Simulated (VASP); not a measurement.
# CaO (F-43m) in VASP: a series of runs, part 2 of 2

VASP 6.6.1.

## 3. Single point, r2SCAN

POSCAR

```
CaO
1.0
    0.0000000000      2.6067317412      2.6067317412
    2.6067317412      0.0000000000      2.6067317412
    2.6067317412      2.6067317412      0.0000000000
Ca O
1 1
Direct
    0.0000000000      0.0000000000      0.0000000000
    0.2500000000      0.2500000000      0.2500000000
```

INCAR.step1

```
SYSTEM = CaO
PREC = Accurate ; ENCUT = 520
ISMEAR = 0 ; SIGMA = 0.01
LREAL = .FALSE. ; LASPH = .TRUE.
NELM = 60 ; NBANDS = 15
GGA = PE ; ALGO = Normal
EDIFF = 1E-4 ; LWAVE = .TRUE.
LCHARG = .FALSE.
```

INCAR.step2

```
SYSTEM = CaO
PREC = Accurate ; ENCUT = 520
EDIFF = 1E-6 ; ISMEAR = 0
SIGMA = 0.01 ; LREAL = .FALSE.
LASPH = .TRUE. ; NELM = 60
ALGO = Normal ; ISIF = 2
LWAVE = .FALSE. ; LCHARG = .FALSE.
METAGGA = R2SCAN ; LMIXTAU = .TRUE.
NBANDS = 15 ; ISTART = 1
```

KPOINTS

```
Automatic mesh
0
G
  8 8 8
  0 0 0
```

Potentials or basis: VASP PAW PBE potentials, release 64 (Ca_sv, O).

On the command line:

```
$ cat potpaw_PBE.64/Ca_sv/POTCAR potpaw_PBE.64/O/POTCAR > POTCAR
$ cp INCAR.step1 INCAR
$ mpirun -np 1 vasp_std > vasp.out
$ cp INCAR.step2 INCAR
$ mpirun -np 1 vasp_std > vasp.out
```

OUTCAR:

```text
SYSTEM = CaO
   PREC = Accurate
   ENCUT = 520
   EDIFF = 1E-6
   ISMEAR = 0
   LREAL = .FALSE.
   LASPH = .TRUE.
   NELM = 60
   ISIF = 2
   METAGGA = R2SCAN
   ISTART = 1

 ion  position               nearest neighbor table
   1  0.000  0.000  0.000-   2 2.26   2 2.26   2 2.26   2 2.26
   2  0.250  0.250  0.250-   1 2.26   1 2.26   1 2.26   1 2.26

  LATTYP: Found a face centered cubic cell.
 ALAT       =     5.2134634824

  Lattice vectors:

 A1 = (   0.0000000000,   2.6067317412,   2.6067317412)
 A2 = (   2.6067317412,   0.0000000000,   2.6067317412)
 A3 = (   2.6067317412,   2.6067317412,   0.0000000000)
[... 609 lines left out ...]
     12      10.2218      0.00000
     13      10.4259      0.00000
     14      11.4023      0.00000
     15      13.1544      0.00000

 [... further k-points ...]
[... 5 lines left out ...]
  --------------------------------------------------------------------------------------
  -------------------------------------------------------------------------------------
  Total        0.1982524      0.1982524      0.1982524      0.0000000      0.0000000     -0.0000000
  in kB        8.9662325      8.9662325      8.9662325      0.0000000      0.0000000     -0.0000000
  external PRESSURE =       8.9662325 kB  Pullay stress =       0.0000000 kB

 VOLUME and BASIS-vectors are now :
 -----------------------------------------------------------------------------
  energy-cutoff  :      520.00
  volume of cell :       35.43
      direct lattice vectors                 reciprocal lattice vectors
     0.000000000  2.606731741  2.606731741    -0.191811068  0.191811068  0.191811068
     2.606731741  0.000000000  2.606731741     0.191811068 -0.191811068  0.191811068
     2.606731741  2.606731741  0.000000000     0.191811068  0.191811068 -0.191811068

 POSITION                                       TOTAL-FORCE (eV/Angst)
 -----------------------------------------------------------------------------------
      0.00000      0.00000      0.00000        -0.000000      0.000000      0.000000
      1.30337      1.30337      1.30337         0.000000     -0.000000     -0.000000
 -----------------------------------------------------------------------------------
    total drift:                               -0.000000     -0.000000     -0.000000

  FREE ENERGIE OF THE ION-ELECTRON SYSTEM (eV)
  ---------------------------------------------------
  free  energy   TOTEN  =       -18.9401866001 eV

  energy  without entropy=      -18.9401866001  energy(sigma->0) =      -18.94018660
```

It took 64 s on 1 thread of Intel Xeon 6975P-C (Granite Rapids), shared host; peak memory 0.17 GiB.

What came out:

- Free energy: -18.9402 eV
- Pressure: 0.9 GPa
- Band gap on the k mesh: 3.73 eV, indirect (least direct gap 4.36 eV)

Levels at points of the mesh, in eV from the valence-band top:
```csv
k point,band 4,band 5,band 6,band 7,band 8,band 9,band 10,band 11,band 12,band 13
"(0.00, 0.00, 0.00)",-18.62,-15.75,-0.62,-0.62,-0.62,3.73,8.65,8.65,10.29,10.29
"(0.50, 0.00, 0.00)",-18.67,-15.03,-0.99,-0.36,-0.36,6.58,8.53,8.53,8.82,10.08
"(0.50, 0.50, 0.00)",-18.76,-14.81,-1.42,0.00,0.00,5.34,7.21,9.74,10.04,10.04
```

Caveat: the PAW data sets were made with another functional, which shifts forces and pressure a little.

## 4. Single point, r2SCAN (volume changed by +3%)

POSCAR

```
CaO
1.0
    0.0000000000      2.6325426449      2.6325426449
    2.6325426449      0.0000000000      2.6325426449
    2.6325426449      2.6325426449      0.0000000000
Ca O
1 1
Direct
    0.0000000000      0.0000000000      0.0000000000
    0.2500000000      0.2500000000      0.2500000000
```

INCAR.step1

```
ALGO     = Normal         # electronic algorithm
EDIFF    = 1E-4           # SCF threshold, eV
ENCUT    = 520            # plane-wave cutoff, eV
GGA      = PE             # functional
ISMEAR   = 0              # smearing method
LASPH    = T              # aspherical terms in the spheres
LCHARG   = F              # write CHGCAR
LREAL    = F              # projectors in reciprocal space
LWAVE    = T              # write WAVECAR
NBANDS   = 15             # bands
NELM     = 60             # most SCF steps
PREC     = Accurate       # precision mode
SIGMA    = 0.01           # smearing width, eV
```

INCAR.step2

```
ALGO     = Normal         # electronic algorithm
EDIFF    = 1E-7           # SCF threshold, eV
ENCUT    = 520            # plane-wave cutoff, eV
ISIF     = 2              # what is computed and relaxed
ISMEAR   = 0              # smearing method
ISTART   = 1            
LASPH    = T              # aspherical terms in the spheres
LCHARG   = F              # write CHGCAR
LMIXTAU  = T            
LREAL    = F              # projectors in reciprocal space
LWAVE    = F              # write WAVECAR
METAGGA  = R2SCAN         # meta-GGA
NBANDS   = 15             # bands
NELM     = 60             # most SCF steps
PREC     = Accurate       # precision mode
SIGMA    = 0.01           # smearing width, eV
```

KPOINTS

```
k-points
0
Gamma
  8 8 8
```

On the command line:

```
$ cat potpaw_PBE.64/Ca_sv/POTCAR potpaw_PBE.64/O/POTCAR > POTCAR
$ cp INCAR.step1 INCAR
$ mpirun -np 1 vasp_std > vasp.out
$ cp INCAR.step2 INCAR
$ mpirun -np 1 vasp_std > vasp.out
```

It took 68 s on 1 thread of Intel Xeon 6975P-C (Granite Rapids), shared host; peak memory 0.17 GiB.

The run converged. Its results:

```
Free energy            : -18.9390 eV
Pressure               : -1.5 GPa
Band gap on the k mesh : 3.63 eV, indirect (least direct gap 4.20 eV)
```

Levels at points of the mesh, in eV from the valence-band top:
```tsv
k point	band 4	band 5	band 6	band 7	band 8	band 9	band 10	band 11	band 12	band 13
(0.00, 0.00, 0.00)	-18.76	-15.70	-0.57	-0.57	-0.57	3.63	8.53	8.53	10.09	10.09
(0.50, 0.00, 0.00)	-18.81	-15.06	-0.97	-0.33	-0.33	6.49	8.40	8.40	8.64	9.90
(0.50, 0.50, 0.00)	-18.88	-14.86	-1.36	0.00	0.00	5.28	7.12	9.57	9.86	9.86
```

Caveat: the PAW data sets were made with another functional, which shifts forces and pressure a little.

## 5. Single point, r2SCAN (volume changed by +6%)

POSCAR

```
CaO
1.0
    0.0000000000      2.6578571079      2.6578571079
    2.6578571079      0.0000000000      2.6578571079
    2.6578571079      2.6578571079      0.0000000000
Ca O
1 1
Direct
    0.0000000000      0.0000000000      0.0000000000
    0.2500000000      0.2500000000      0.2500000000
```

INCAR.step1

```
PREC = Accurate
ENCUT = 520
ISMEAR = 0
SIGMA = 0.01
LREAL = False
LASPH = True
NELM = 100
NBANDS = 15
GGA = PE
ALGO = Normal
EDIFF = 1E-4
LWAVE = True
LCHARG = False
```

INCAR.step2

```
PREC = Accurate
ENCUT = 520
EDIFF = 1E-7
ISMEAR = 0
SIGMA = 0.01
LREAL = False
LASPH = True
NELM = 100
ALGO = Normal
ISIF = 2
LWAVE = False
LCHARG = False
METAGGA = R2SCAN
LMIXTAU = True
NBANDS = 15
ISTART = 1
```

KPOINTS

```
regular mesh
0
Gamma
  8 8 8
```

On the command line:

```
$ cat potpaw_PBE.64/Ca_sv/POTCAR potpaw_PBE.64/O/POTCAR > POTCAR
$ cp INCAR.step1 INCAR
$ mpirun -np 1 vasp_std > vasp.out
$ cp INCAR.step2 INCAR
$ mpirun -np 1 vasp_std > vasp.out
```

Run time: 79 s. Hardware: 1 thread of Intel Xeon 6975P-C (Granite Rapids), shared host; peak memory 0.17 GiB.

The run converged. Its results:

| Property | Result |
| --- | --- |
| Free energy | -18.9230 eV |
| Pressure | -3.5 GPa |
| Band gap on the k mesh | 3.53 eV, indirect (least direct gap 4.06 eV) |

Levels at points of the mesh, in eV from the valence-band top:
```
           k point  band 5  band 6  band 7  band 8  band 9  band 10  band 11  band 12
(0.00, 0.00, 0.00)  -15.66   -0.52   -0.52   -0.52    3.53     8.41     8.41     9.90
(0.50, 0.00, 0.00)  -15.09   -0.95   -0.30   -0.30    6.39     8.28     8.28     8.47
(0.50, 0.50, 0.00)  -14.91   -1.30    0.00    0.00    5.22     7.02     9.41     9.69
```

Caveat: the PAW data sets were made with another functional, which shifts forces and pressure a little. A k mesh can miss the band edges.

## 6. Summary

```tsv
cell	gap on the mesh (eV)	pressure (GPa)
a = 3.686 Å, angles 60.0°, 2 atoms	3.73	0.9
a = 3.723 Å, angles 60.0°, 2 atoms	3.63	-1.5
a = 3.759 Å, angles 60.0°, 2 atoms	3.53	-3.5
```

Alike in all rows: task single point; level r2SCAN; potentials or basis VASP PAW PBE potentials, release 64 (Ca_sv, O); no spin polarisation; k mesh 8 × 8 × 8; cutoff (eV) 520; smearing gaussian 0.01 eV.

Caveats: the PAW data sets were made with another functional, which shifts forces and pressure a little.

Absolute energies hang on the potentials; compare differences alone.
